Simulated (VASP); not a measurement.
Ni:

```xyz
1
Lattice="0.0000 1.7585 1.7585 1.7585 0.0000 1.7585 1.7585 1.7585 0.0000" Properties=species:S:1:pos:R:3 pbc="T T T"
Ni    0.0000    0.0000    0.0000
```

Base run:

* Program: VASP 6.6.1
* Functional: PBE
* Potentials or basis: VASP PAW PBE potentials, release 64 (Ni)
* Cutoff: 520 eV
* k mesh: 12 × 12 × 12
* Occupations: fermi-dirac, width 0.1 eV
* Spin: collinear spin, ferromagnetic start
* Starting moments: [1.44] μB
* Fixed moment: 1.44 μB

Its results: pressure 11.2 GPa; site moments Ni +1.39 μB.

Question: After a change of settings the same cell gave: pressure 16.8 GPa; site moments Ni +1.60 μB. Which change was it?
A. fixed moment from 1.44 μB to 0.24 μB; moments at the start from [1.44] to [0.24]
B. fixed moment from 1.44 μB to none; moments at the start from [1.44] to [2.0]
C. fixed moment from 1.44 μB to 1.68 μB; moments at the start from [1.44] to [1.68]
D. fixed moment from 1.44 μB to 0.72 μB; moments at the start from [1.44] to [0.72]

Answer: C.

Caveats: the total moment is fixed, so each spin has its own Fermi level.
